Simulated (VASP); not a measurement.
# CdS (P3m1) in VASP: single point with LDA

Aim: the single point of CdS with LDA.

All numbers are computed with VASP 6.6.1; they aren't measurements. Logs are shortened: lines on timing, memory, paths and dates and some standing lists are left out, and cuts for length are marked.

## 1. The cell of the first run

The structure is trigonal, space group P3m1 (No. 156). Conventional cell: a = 4.261 Å, b = 4.261 Å, c = 5.804 Å, α = 90.00°, β = 90.00°, γ = 120.00°. Within 3.2 Å of Cd (site symmetry 3m) lie 3 S at 2.46 Å. S (site symmetry 3m) has 3 Cd at 2.46 Å within 3.2 Å.

## 2. Single point, LDA

Contents of INCAR:

```
PREC     = Accurate       # precision mode
ENCUT    = 520            # plane-wave cutoff, eV
EDIFF    = 1E-6           # SCF threshold, eV
ISMEAR   = 0              # smearing method
SIGMA    = 0.05           # smearing width, eV
LREAL    = F              # projectors in reciprocal space
LASPH    = T              # aspherical terms in the spheres
NELM     = 100            # most SCF steps
ALGO     = Normal         # electronic algorithm
ISIF     = 2              # what is computed and relaxed
LWAVE    = F              # write WAVECAR
LCHARG   = F              # write CHGCAR
NBANDS   = 16             # bands
```

Contents of KPOINTS:

```
regular mesh
0
Gamma
  9 9 6
```

Contents of POSCAR:

```
CdS
1.0
    4.2611695877      0.0000000000      0.0000000000
   -2.1305847939      3.6902811128      0.0000000000
    0.0000000000      0.0000000000      5.8041729400
Cd S
1 1
Direct
    0.0000000000      0.0000000000      0.4426919200
    0.6666666667      0.3333333333      0.4343080800
```

Potentials or basis: VASP PAW LDA potentials, release 64 (Cd, S).

Started as:

```console
$ cat potpaw_LDA.64/Cd/POTCAR potpaw_LDA.64/S/POTCAR > POTCAR
$ mpirun -np 1 vasp_std > vasp.out
```

OUTCAR:

```text
PREC = Accurate
   ENCUT = 520
   EDIFF = 1E-6
   ISMEAR = 0
   LREAL = F
   LASPH = T
   NELM = 100
   ISIF = 2

 ion  position               nearest neighbor table
   1  0.000  0.000  0.443-   2 2.46   2 2.46   2 2.46
   2  0.667  0.333  0.434-   1 2.46   1 2.46   1 2.46

  LATTYP: Found a hexagonal cell.
 ALAT       =     4.2611695877
 C/A-ratio  =     1.3621079426

  Lattice vectors:

 A1 = (   4.2611695877,   0.0000000000,   0.0000000000)
 A2 = (  -2.1305847939,   3.6902811128,   0.0000000000)
 A3 = (   0.0000000000,   0.0000000000,   5.8041729400)

Analysis of symmetry for initial positions (statically):
=====================================================================
 Subroutine PRICEL returns:
 Original cell was already a primitive cell.

 Routine SETGRP: Setting up the symmetry group for a
 hexagonal supercell.

 Subroutine GETGRP returns: Found  6 space group operations
 (whereof  6 operations were pure point group operations)
 out of a pool of 24 trial point group operations.

The static configuration has the point symmetry C_3v.

Analysis of symmetry for dynamics (positions and initial velocities):
=====================================================================
 Subroutine PRICEL returns:
 Original cell was already a primitive cell.

 Routine SETGRP: Setting up the symmetry group for a
 hexagonal supercell.

 Subroutine GETGRP returns: Found  6 space group operations
 (whereof  6 operations were pure point group operations)
 out of a pool of 24 trial point group operations.

The dynamic configuration has the point symmetry C_3v.

 Subroutine INISYM returns: Found  6 space group operations
 (whereof  6 operations are pure point group operations),
 and found     1 'primitive' translations

----------------------------------------------------------------------------------------

                                     Primitive cell

  volume of cell :      91.2701

  direct lattice vectors                    reciprocal lattice vectors
     4.261169588  0.000000000  0.000000000     0.234677353  0.135491033  0.000000000
    -2.130584794  3.690281113  0.000000000     0.000000000  0.270982066  0.000000000
     0.000000000  0.000000000  5.804172940     0.000000000  0.000000000  0.172289835

  length of vectors
     4.261169588  4.261169588  5.804172940     0.270982066  0.270982066  0.172289835

  position of ions in fractional coordinates (direct lattice)
     0.000000000  0.000000000  0.442691920
     0.666666667  0.333333333  0.434308080

  ion indices of the primitive-cell ions
   primitive index   ion index
                 1           1
                 2           2

----------------------------------------------------------------------------------------

 KPOINTS: regular mesh

Automatic generation of k-mesh.
 Grid dimensions read from file:
 generate k-points for:    9    9    6

 Generating k-lattice:

  Cartesian coordinates                     Fractional coordinates (reciprocal lattice)
     0.026075261  0.015054559  0.000000000     0.111111111 -0.000000000  0.000000000
     0.000000000  0.030109118  0.000000000     0.000000000  0.111111111  0.000000000
     0.000000000  0.000000000  0.028714973     0.000000000  0.000000000  0.166666667

  Length of vectors
     0.030109118  0.030109118  0.028714973

  Shift w.r.t. Gamma in fractional coordinates (k-lattice)
     0.000000000  0.000000000  0.000000000

 Subroutine IBZKPT returns following result:
 ===========================================

 Found     62 irreducible k-points:

 Following reciprocal coordinates:
            Coordinates               Weight
  0.000000  0.000000  0.000000      1.000000
  0.111111 -0.000000  0.000000      6.000000
  0.222222 -0.000000  0.000000      6.000000
  0.333333  0.000000  0.000000      6.000000
  0.444444 -0.000000  0.000000      6.000000
  0.111111  0.111111  0.000000      6.000000
[... 16 lines left out ...]
  0.222222  0.111111  0.166667     12.000000
 -0.111111  0.333333  0.166667     12.000000
 [... further k-points ...]
   k-points           NKPTS =     62   k-points in BZ     NKDIM =     62   number of bands    NBANDS=     16
   number of dos      NEDOS =    301   number of ions     NIONS =      2
   total plane-waves  NPLWV =  49152
   dimension x,y,z NGX =    32 NGY =   32 NGZ =   48
   dimension x,y,z NGXF=    64 NGYF=   64 NGZF=   96
   ions per type =               1   1
   NGX,Y,Z   is equivalent  to a cutoff of  12.48, 12.48, 13.75 a.u.
   NGXF,Y,Z  is equivalent  to a cutoff of  24.97, 24.97, 27.50 a.u.
 SYSTEM =  unknown system
   PREC   = accura    normal or accurate (medium, high low for compatibility)
   ISTART =      0    job   : 0-new  1-cont  2-samecut
   ICHARG =      2    charge: 1-file 2-atom 10-const
   ISPIN  =      1    spin polarized calculation?
   LNONCOLLINEAR =      F non collinear calculations
   LSORBIT =      F    spin-orbit coupling
   LASPH  =      T    aspherical Exc in radial PAW
   ENCUT  =  520.0 eV  38.22 Ry    6.18 a.u.   7.92  7.92 10.79*2*pi/ulx,y,z
   NELM   =    100;   NELMIN=  2; NELMDL= -5     # of ELM steps
   EDIFF  = 0.1E-05   stopping-criterion for ELM
   LREAL  =      F    real-space projection
   EDIFFG = 0.1E-04   stopping-criterion for IOM
   NSW    =      0    number of steps for IOM
   IBRION =     -1    ionic relax: 0-MD 1-quasi-New 2-CG
   NFREE  =      0    steps in history (QN), initial steepest desc. (CG)
   ISIF   =      2    stress and relaxation
   ISYM   =      2    0-nonsym 1-usesym 2-fastsym
   POTIM  = 0.5000    time-step for ionic-motion
   TEBEG  =    0.0;   TEEND  =   0.0 temperature during run
   PSTRESS=    0.0 pullay stress
   NELECT =      18.0000    total number of electrons
   NUPDOWN=      -1.0000    fix difference up-down
   EMIN   =  10.00;   EMAX   =-10.00  energy-range for DOS
   EFERMI =   0.00;   METHOD = LEGACY
   ISMEAR =     0;   SIGMA  =   0.05  broadening in eV -4-tet -1-fermi 0-gaus
   EFERMI_NEDOS =   21; number of points for ismear=-14 and -15
   IALGO  =     38    algorithm
   IMIX   =      4    mixing-type and parameters
     AMIX     =   0.40;   BMIX     =  1.00
     AMIX_MAG =   1.60;   BMIX_MAG =  1.00
  volume/ion in A,a.u.               =      45.64       307.96
  Fermi-wavevector in a.u.,A,eV,Ry     =   0.952919  1.800756 12.354841  0.908055
  Thomas-Fermi vector in A             =   2.081527
   LORBIT       =      0    0 simple, 1 ext, 2 COOP (PROOUT), +10 PAW based schemes
   GGA     = CA    functional components
   LHFCALC =     F    Hartree Fock is set to
   AEXX    =    0.0000 exact exchange contribution
   IVDW    =     0    specifies the selected vdW correction
   LEPSILON=     F    determine dielectric tensor
   LRPA    =     F    only Hartree local field effects (RPA)
 non-spin polarized calculation
 Gauss-broadening in eV      SIGMA  =   0.05
  energy-cutoff  :      520.00
  volume of cell :       91.27
 maximum number of plane-waves:      2490
   NGX = 15   NGY = 15   NGZ = 21

 number of electron      18.0000002 magnetization

 Free energy of the ion-electron system (eV)
  ---------------------------------------------------
  ext. energy  EPLUGINS =         0.00000000
  ---------------------------------------------------
  free energy    TOTEN  =        -6.60059478 eV

  energy without entropy =       -6.60059478  energy(sigma->0) =       -6.60059478

 E-fermi :  -2.1060     XC(G=0):  -6.5390

 val. band max:       -2.3650790841   @ k =   0.3333   0.3333   0.0000
 cond. band min:      -1.0888637260   @ k =   0.0000   0.0000   0.0000
 fundamental gap:      1.2762153581
 Fermi energy:        -2.1060254196

 k-point     1 :       0.0000    0.0000    0.0000
  band No.  band energies     occupation
      1     -13.9411      2.00000
      2     -10.0497      2.00000
      3     -10.0497      2.00000
      4      -9.5157      2.00000
      5      -9.5157      2.00000
      6      -9.2974      2.00000
[... 8 lines left out ...]
     15       8.3471      0.00000
     16       9.3280      0.00000

 k-point     2 :       0.1111   -0.0000    0.0000
  band No.  band energies     occupation
      1     -13.9010      2.00000
      2     -10.0323      2.00000
      3     -10.0178      2.00000
      4      -9.5290      2.00000
      5      -9.5176      2.00000
      6      -9.2855      2.00000
[... 8 lines left out ...]
     15       9.0824      0.00000
     16       9.1840      0.00000

 k-point     3 :       0.2222   -0.0000    0.0000
  band No.  band energies     occupation
      1     -13.7987      2.00000
      2      -9.9698      2.00000
      3      -9.9340      2.00000
      4      -9.5620      2.00000
      5      -9.5223      2.00000
      6      -9.2528      2.00000
[... 8 lines left out ...]
     15       8.8098      0.00000
     16       8.8874      0.00000

 k-point     4 :       0.3333    0.0000    0.0000
  band No.  band energies     occupation
      1     -13.6816      2.00000
      2      -9.8587      2.00000
      3      -9.8330      2.00000
      4      -9.5981      2.00000
      5      -9.5277      2.00000
      6      -9.2037      2.00000
[... 8 lines left out ...]
     15       7.6564      0.00000
     16       8.0915      0.00000
[... 324 lines left out ...]
 k-point    22 :       0.1111    0.1111    0.1667
  band No.  band energies     occupation
      1     -13.8289      2.00000
      2     -10.0001      2.00000
      3      -9.9519      2.00000
      4      -9.5516      2.00000
      5      -9.5219      2.00000
      6      -9.2606      2.00000
[... 8 lines left out ...]
     15       8.1881      0.00000
     16       9.2235      0.00000

 k-point    23 :       0.2222    0.1111    0.1667
  band No.  band energies     occupation
      1     -13.7191      2.00000
      2      -9.9302      2.00000
      3      -9.8418      2.00000
      4      -9.5842      2.00000
      5      -9.5289      2.00000
      6      -9.2148      2.00000
[... 8 lines left out ...]
     15       7.2805      0.00000
     16       8.6595      0.00000

 k-point    24 :      -0.1111    0.3333    0.1667
  band No.  band energies     occupation
      1     -13.7191      2.00000
      2      -9.9302      2.00000
      3      -9.8418      2.00000
      4      -9.5842      2.00000
      5      -9.5289      2.00000
      6      -9.2148      2.00000
[... 8 lines left out ...]
     15       7.2320      0.00000
     16       8.6730      0.00000

 [... further k-points ...]

------------------------ aborting loop because EDIFF is reached ----------------------------------------

  FORCE on cell =-STRESS in cart. coord.  units (eV):
  Direction    XX          YY          ZZ          XY          YZ          ZX
  --------------------------------------------------------------------------------------
  -------------------------------------------------------------------------------------
  Total       -1.9046898     -1.9046898     -0.0616140      0.0000000      0.0000000      0.0000000
  in kB      -33.4353766    -33.4353766     -1.0815869      0.0000000      0.0000000      0.0000000
  external PRESSURE =     -22.6507800 kB  Pullay stress =       0.0000000 kB

 VOLUME and BASIS-vectors are now :
 -----------------------------------------------------------------------------
  energy-cutoff  :      520.00
  volume of cell :       91.27
      direct lattice vectors                 reciprocal lattice vectors
     4.261169588  0.000000000  0.000000000     0.234677353  0.135491033  0.000000000
    -2.130584794  3.690281113  0.000000000     0.000000000  0.270982066  0.000000000
     0.000000000  0.000000000  5.804172940     0.000000000  0.000000000  0.172289835

 POSITION                                       TOTAL-FORCE (eV/Angst)
 -----------------------------------------------------------------------------------
      0.00000      0.00000      2.56946         0.000000     -0.000000     -0.023722
      2.13058      1.23009      2.52080        -0.000000      0.000000      0.023722
 -----------------------------------------------------------------------------------
    total drift:                                0.000001      0.000000      0.000027

  FREE ENERGIE OF THE ION-ELECTRON SYSTEM (eV)
  ---------------------------------------------------
  free  energy   TOTEN  =        -6.6005947833 eV

  energy  without entropy=       -6.6005947833  energy(sigma->0) =       -6.60059478
```

It took 2.7 min on 1 thread of Intel Xeon 8259CL, shared host; peak memory 0.23 GiB.

What came out:

```
Free energy            : -6.6006 eV
Pressure               : -2.3 GPa
Largest force          : 0.024 eV/Å
Band gap on the k mesh : 1.28 eV (least direct gap 1.29 eV)
```

Forces in eV/Å, atoms in the order of the input:
```
Cd   0.000  0.000 -0.024
S    0.000  0.000  0.024
```

Stress tensor (GPa, compression positive):
```
-3.34  0.00  0.00
 0.00 -3.34  0.00
 0.00  0.00 -0.11
```

Caveat: an odd mesh through Γ misses points on the zone boundary, where band edges can lie.
